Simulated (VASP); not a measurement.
# Bi2Te3 (R-3m) in VASP: a series of runs, part 2 of 3

VASP 6.6.1.

### 3 Electric field gradients, PBEsol (equal xx and yy strain of +1 %)

Input file INCAR:

```
PREC     = Accurate       # precision mode
ENCUT    = 520            # plane-wave cutoff, eV
EDIFF    = 1E-8           # SCF threshold, eV
ISMEAR   = -1             # smearing method
SIGMA    = 0.08           # smearing width, eV
LREAL    = False          # projectors in reciprocal space
LASPH    = True           # aspherical terms in the spheres
NELM     = 100            # most SCF steps
ALGO     = Normal         # electronic algorithm
ISIF     = 2              # what is computed and relaxed
LWAVE    = False          # write WAVECAR
LCHARG   = False          # write CHGCAR
GGA      = PS             # functional
LEFG     = True         
NBANDS   = 32             # bands
```

Input file KPOINTS:

```
regular mesh
0
Gamma
  7 7 7
```

Input file POSCAR:

```
Bi2Te3
1.0
    2.2149305640      1.2787907573     10.1656700000
   -2.2149305640      1.2787907573     10.1656700000
    0.0000000000     -2.5575815146     10.1656700000
Bi Te
2 3
Direct
    0.4000000000      0.4000000000      0.4000000000
    0.6000000000      0.6000000000      0.6000000000
    0.0000000000      0.0000000000      0.0000000000
    0.2095000000      0.2095000000      0.2095000000
    0.7905000000      0.7905000000      0.7905000000
```

Potentials or basis: VASP PAW PBE potentials, release 64 (Bi_d, Te).

The run is started by

```bash
cat potpaw_PBE.64/Bi_d/POTCAR potpaw_PBE.64/Te/POTCAR > POTCAR
mpirun -np 1 vasp_std > vasp.out
```

OUTCAR:

```text
PREC = Accurate
   ENCUT = 520
   EDIFF = 1E-8
   ISMEAR = -1
   LREAL = False
   LASPH = True
   NELM = 100
   ISIF = 2
   GGA = PS

 ion  position               nearest neighbor table
   1  0.400  0.400  0.400-   5 3.10   5 3.10   5 3.10   3 3.27   3 3.27   3 3.27
   2  0.600  0.600  0.600-   4 3.10   4 3.10   4 3.10   3 3.27   3 3.27   3 3.27
   3  0.000  0.000  0.000-   2 3.27   1 3.27   2 3.27   2 3.27   1 3.27   1 3.27
   4  0.209  0.209  0.209-   2 3.10   2 3.10   2 3.10   5 3.66   5 3.66   5 3.66
   5  0.791  0.791  0.791-   1 3.10   1 3.10   1 3.10   4 3.66   4 3.66   4 3.66

  LATTYP: Found a trigonal (rhomboedric) cell.
 ALAT       =    10.4824648701
 COS(alpha) =     0.9107057700

  Lattice vectors:

 A1 = (   2.2149305640,   1.2787907573,  10.1656700000)
 A2 = (  -2.2149305640,   1.2787907573,  10.1656700000)
 A3 = (   0.0000000000,  -2.5575815146,  10.1656700000)

Analysis of symmetry for initial positions (statically):
=====================================================================
 Subroutine PRICEL returns:
 Original cell was already a primitive cell.

 Routine SETGRP: Setting up the symmetry group for a
 trigonal (rhombohedral) supercell.

 Subroutine GETGRP returns: Found 12 space group operations
 (whereof 12 operations were pure point group operations)
 out of a pool of 12 trial point group operations.

The static configuration has the point symmetry D_3d.

Analysis of symmetry for dynamics (positions and initial velocities):
=====================================================================
 Subroutine PRICEL returns:
 Original cell was already a primitive cell.

 Routine SETGRP: Setting up the symmetry group for a
 trigonal (rhombohedral) supercell.

 Subroutine GETGRP returns: Found 12 space group operations
 (whereof 12 operations were pure point group operations)
 out of a pool of 12 trial point group operations.

The dynamic configuration has the point symmetry D_3d.

 Subroutine INISYM returns: Found 12 space group operations
 (whereof 12 operations are pure point group operations),
 and found     1 'primitive' translations

----------------------------------------------------------------------------------------

                                     Primitive cell

  volume of cell :     172.7615

  direct lattice vectors                    reciprocal lattice vectors
     2.214930564  1.278790757 10.165670000     0.225740711  0.130331460  0.032790100
    -2.214930564  1.278790757 10.165670000    -0.225740711  0.130331460  0.032790100
     0.000000000 -2.557581515 10.165670000     0.000000000 -0.260662920  0.032790100

  length of vectors
    10.482464870 10.482464870 10.482464870     0.262717241  0.262717241  0.262717241

  position of ions in fractional coordinates (direct lattice)
     0.400000000  0.400000000  0.400000000
     0.600000000  0.600000000  0.600000000
     0.000000000  0.000000000  0.000000000
     0.209500000  0.209500000  0.209500000
     0.790500000  0.790500000  0.790500000

  ion indices of the primitive-cell ions
   primitive index   ion index
                 1           1
                 2           2
[... 96 lines left out ...]
  volume/ion in A,a.u.               =      34.55       233.17
  Fermi-wavevector in a.u.,A,eV,Ry     =   1.068250  2.018700 15.526402  1.141158
  Thomas-Fermi vector in A             =   2.203892
   LORBIT       =      0    0 simple, 1 ext, 2 COOP (PROOUT), +10 PAW based schemes
   GGA     = PS    functional components
   LHFCALC =     F    Hartree Fock is set to
   AEXX    =    0.0000 exact exchange contribution
   IVDW    =     0    specifies the selected vdW correction
   LEPSILON=     F    determine dielectric tensor
   LRPA    =     F    only Hartree local field effects (RPA)
 non-spin polarized calculation
  energy-cutoff  :      520.00
  volume of cell :      172.76
 maximum number of plane-waves:      4679
 NGX is ok and might be reduce to    80
   NGX = 39   NGY = 39   NGZ = 39

 number of electron      48.0000003 magnetization

 Free energy of the ion-electron system (eV)
  ---------------------------------------------------
  ext. energy  EPLUGINS =         0.00000000
  ---------------------------------------------------
  free energy    TOTEN  =       -20.27258319 eV

  energy without entropy =      -20.27072173  energy(sigma->0) =      -20.27165246

 E-fermi :   5.9116     XC(G=0):  -9.4038

 val. band max:        5.7813596917   @ k =   0.0000   0.0000   0.0000
 cond. band min:       5.9922773259   @ k =   0.0000   0.0000   0.0000
 fundamental gap:      0.2109176342
 Fermi energy:         5.9115727717

 k-point     1 :       0.0000    0.0000    0.0000
  band No.  band energies     occupation
      1     -17.2748      2.00000
      2     -17.2748      2.00000
      3     -17.2735      2.00000
      4     -17.2735      2.00000
      5     -17.2674      2.00000
      6     -17.2662      2.00000
[... 829 lines left out ...]
     31      10.2107      0.00000
     32      10.2524      0.00000

 [... further k-points ...]

------------------------ aborting loop because EDIFF is reached ----------------------------------------

  FORCE on cell =-STRESS in cart. coord.  units (eV):
  Direction    XX          YY          ZZ          XY          YZ          ZX
  --------------------------------------------------------------------------------------
  -------------------------------------------------------------------------------------
  Total       -1.6342927     -1.6342927     -1.6812731      0.0000000     -0.0000000      0.0000000
  in kB      -15.1563129    -15.1563129    -15.5920054      0.0000000     -0.0000000      0.0000000
  external PRESSURE =     -15.3015437 kB  Pullay stress =       0.0000000 kB

 VOLUME and BASIS-vectors are now :
 -----------------------------------------------------------------------------
  energy-cutoff  :      520.00
  volume of cell :      172.76
      direct lattice vectors                 reciprocal lattice vectors
     2.214930564  1.278790757 10.165670000     0.225740711  0.130331460  0.032790100
    -2.214930564  1.278790757 10.165670000    -0.225740711  0.130331460  0.032790100
     0.000000000 -2.557581515 10.165670000     0.000000000 -0.260662920  0.032790100

 POSITION                                       TOTAL-FORCE (eV/Angst)
 -----------------------------------------------------------------------------------
      0.00000      0.00000     12.19880         0.000000     -0.000000      0.082074
      0.00000      0.00000     18.29821         0.000000      0.000000     -0.082074
      0.00000      0.00000      0.00000         0.000000      0.000000     -0.000000
      0.00000      0.00000      6.38912         0.000000      0.000000      0.191808
      0.00000      0.00000     24.10789         0.000000      0.000000     -0.191808
 -----------------------------------------------------------------------------------
    total drift:                               -0.000000     -0.000000     -0.000000

  FREE ENERGIE OF THE ION-ELECTRON SYSTEM (eV)
  ---------------------------------------------------
  free  energy   TOTEN  =       -20.2725831936 eV

  energy  without entropy=      -20.2707217286  energy(sigma->0) =      -20.27165246

 Electric field gradients (V/A^2)
---------------------------------------------------------------------
 ion       V_xx      V_yy      V_zz      V_xy      V_xz      V_yz
---------------------------------------------------------------------
   1     -10.329   -10.329    20.658     0.000     0.000     0.000
   2     -10.329   -10.329    20.658     0.000     0.000     0.000
   3     -41.879   -41.879    83.757     0.000    -0.000     0.000
   4      -2.980    -2.980     5.961    -0.000     0.000     0.000
   5      -2.980    -2.980     5.961    -0.000    -0.000     0.000
---------------------------------------------------------------------

 Electric field gradients after diagonalization (V/A^2)
 (convention: |V_zz| > |V_xx| > |V_yy|)
----------------------------------------------------------------------
 ion       V_xx      V_yy      V_zz     asymmetry (V_yy - V_xx)/ V_zz
----------------------------------------------------------------------
   1     -10.329   -10.329    20.658       0.000
   2     -10.329   -10.329    20.658       0.000
   3     -41.879   -41.879    83.757       0.000
   4      -2.980    -2.980     5.961       0.000
   5      -2.980    -2.980     5.961       0.000
----------------------------------------------------------------------

           NMR quadrupolar parameters

 Cq : quadrupolar parameter    Cq=e*Q*V_zz/h
 eta: asymmetry parameters     (V_yy - V_xx)/ V_zz
 Q  : nuclear electric quadrupole moment in mb (millibarn)
----------------------------------------------------------------------
 ion       Cq(MHz)       eta       Q (mb)
----------------------------------------------------------------------
   1       0.050       0.000       1.000
   2       0.050       0.000       1.000
   3       0.203       0.000       1.000
   4       0.014       0.000       1.000
   5       0.014       0.000       1.000
----------------------------------------------------------------------
```

It took 25 min on 1 thread of Intel Xeon Platinum 8375C at 2.90GHz (Ice Lake), shared host; peak memory 1 GiB.

Results:

```yaml
Free_energy: -20.2726 eV
Pressure: -1.5 GPa
Largest_force: 0.192 eV/Å
Band_gap_on_the_k_mesh: 0.21 eV
Largest_electric_field_gradient_by_atom: Bi +20.7; Te +83.8, +6.0 (each value once) V/Å²
```

Forces in eV/Å, atoms in the order of the input:
```
Bi   0.000  0.000  0.082
Bi   0.000  0.000 -0.082
Te   0.000  0.000  0.000
Te   0.000  0.000  0.192
Te   0.000  0.000 -0.192
```

Levels at points of the mesh, in eV from the valence-band top:
| k point | band 22 | band 23 | band 24 | band 25 | band 26 | band 27 |
| --- | --- | --- | --- | --- | --- | --- |
| (0.00, 0.00, 0.00) | -0.82 | -0.82 | 0.00 | 0.21 | 0.65 | 0.65 |

Electric field gradients, principal values (V/Å²):
```tsv
atom	least	middle	greatest (by size)
1 Bi	-10.329	-10.329	20.658
2 Bi	-10.329	-10.329	20.658
3 Te	-41.879	-41.879	83.757
4 Te	-2.980	-2.980	5.961
5 Te	-2.980	-2.980	5.961
```

Caveat: the cell differs from its parent crystal (equal xx and yy strain of +1 %); without QUAD_EFG the Cq values of the log hold for a quadrupole moment of 1 mb, not for the nuclei; the PAW data sets were made with another functional, which shifts forces and pressure a little; spin-orbit coupling is left out, which moves the levels of the heavy elements; an odd mesh through Γ misses points on the zone boundary, where band edges can lie.

### 4 Electric field gradients, PBEsol (zz strain of +2 %)

Input file INCAR:

```
PREC = Accurate
ENCUT = 520
EDIFF = 1E-8
ISMEAR = -1
SIGMA = 0.08
LREAL = F
LASPH = T
NELM = 100
ALGO = Normal
ISIF = 2
LWAVE = F
LCHARG = F
GGA = PS
LEFG = T
NBANDS = 32
```

KPOINTS is that of step 3.

Changes to POSCAR since step 3:

```diff
@@ -2,5 +2,5 @@
 1.0
-    2.2149305640      1.2787907573     10.1656700000
-   -2.2149305640      1.2787907573     10.1656700000
-    0.0000000000     -2.5575815146     10.1656700000
+    2.1930005584      1.2661294627     10.3689834000
+   -2.1930005584      1.2661294627     10.3689834000
+    0.0000000000     -2.5322589254     10.3689834000
 Bi Te
```

Potentials or basis: VASP PAW PBE potentials, release 64 (Bi_d, Te).

The run is started by

```bash
cat potpaw_PBE.64/Bi_d/POTCAR potpaw_PBE.64/Te/POTCAR > POTCAR
mpirun -np 1 vasp_std > vasp.out
```

OUTCAR:

```text
PREC = Accurate
   ENCUT = 520
   EDIFF = 1E-8
   ISMEAR = -1
   LREAL = F
   LASPH = T
   NELM = 100
   ISIF = 2
   GGA = PS

 ion  position               nearest neighbor table
   1  0.400  0.400  0.400-   5 3.09   5 3.09   5 3.09   3 3.27   3 3.27   3 3.27
   2  0.600  0.600  0.600-   4 3.09   4 3.09   4 3.09   3 3.27   3 3.27   3 3.27
   3  0.000  0.000  0.000-   2 3.27   1 3.27   2 3.27   2 3.27   1 3.27   1 3.27
   4  0.209  0.209  0.209-   2 3.09   2 3.09   2 3.09   5 3.68   5 3.68   5 3.68
   5  0.791  0.791  0.791-   1 3.09   1 3.09   1 3.09   4 3.68   4 3.68   4 3.68

  LATTYP: Found a trigonal (rhomboedric) cell.
 ALAT       =    10.6737131316
 COS(alpha) =     0.9155739584

  Lattice vectors:

[... 1072 lines left out ...]
   2     -18.299   -18.299    36.597     0.000    -0.000     0.000
   3     -55.105   -55.105   110.210     0.000    -0.000     0.000
   4     -12.409   -12.409    24.817    -0.000    -0.000     0.000
   5     -12.409   -12.409    24.817    -0.000    -0.000     0.000
---------------------------------------------------------------------

 Electric field gradients after diagonalization (V/A^2)
 (convention: |V_zz| > |V_xx| > |V_yy|)
----------------------------------------------------------------------
 ion       V_xx      V_yy      V_zz     asymmetry (V_yy - V_xx)/ V_zz
----------------------------------------------------------------------
   1     -18.299   -18.299    36.597       0.000
   2     -18.299   -18.299    36.597       0.000
   3     -55.105   -55.105   110.210       0.000
   4     -12.409   -12.409    24.817       0.000
   5     -12.409   -12.409    24.817       0.000
----------------------------------------------------------------------

           NMR quadrupolar parameters

 Cq : quadrupolar parameter    Cq=e*Q*V_zz/h
 eta: asymmetry parameters     (V_yy - V_xx)/ V_zz
 Q  : nuclear electric quadrupole moment in mb (millibarn)
----------------------------------------------------------------------
 ion       Cq(MHz)       eta       Q (mb)
----------------------------------------------------------------------
   1       0.088       0.000       1.000
   2       0.088       0.000       1.000
   3       0.266       0.000       1.000
   4       0.060       0.000       1.000
   5       0.060       0.000       1.000
----------------------------------------------------------------------
```

stdout:

```text
POSCAR found type information on POSCAR BiTe
 POSCAR found :  2 types and       5 ions
 scaLAPACK will be used
 -----------------------------------------------------------------------------
|                                                                             |
|                                                                             |
|     You enforced a specific xc type in the INCAR file but a different       |
|     I HOPE YOU KNOW WHAT YOU ARE DOING!                                     |
|                                                                             |
 -----------------------------------------------------------------------------

 LDA part: xc-table for (Slater+PW92), standard interpolation
 POSCAR, INCAR and KPOINTS ok, starting setup
 FFT: planning ... GRIDC
 FFT: planning ... GRID_SOFT
 FFT: planning ... GRID
 WAVECAR not read
 entering main loop
ion   1

ion   2

ion   3

ion   4

ion   5
```

Wall time 12 min (1 thread of Intel Xeon 6975P-C (Granite Rapids), shared host); peak memory 1 GiB.

What came out:

```yaml
Free_energy: -20.2614 eV
Pressure: -1.6 GPa
Largest_force: 0.269 eV/Å
Band_gap_on_the_k_mesh: 0.30 eV
Largest_electric_field_gradient_by_atom: Bi +36.6; Te +110.2, +24.8 (each value once) V/Å²
```

Forces on the atoms (eV/Å):
```
Bi   0.000  0.000  0.088
Bi   0.000  0.000 -0.088
Te   0.000  0.000  0.000
Te   0.000  0.000  0.269
Te   0.000  0.000 -0.269
```

Electric field gradients, principal values (V/Å²):
| atom | least | middle | greatest (by size) |
| --- | --- | --- | --- |
| 1 Bi | -18.299 | -18.299 | 36.597 |
| 2 Bi | -18.299 | -18.299 | 36.597 |
| 3 Te | -55.105 | -55.105 | 110.210 |
| 4 Te | -12.409 | -12.409 | 24.817 |
| 5 Te | -12.409 | -12.409 | 24.817 |

Caveat: the cell differs from its parent crystal (zz strain of +2 %); without QUAD_EFG the Cq values of the log hold for a quadrupole moment of 1 mb, not for the nuclei; the PAW data sets were made with another functional, which shifts forces and pressure a little; spin-orbit coupling is left out, which moves the levels of the heavy elements; an odd mesh through Γ misses points on the zone boundary, where band edges can lie.

[end of part 2 of 3]
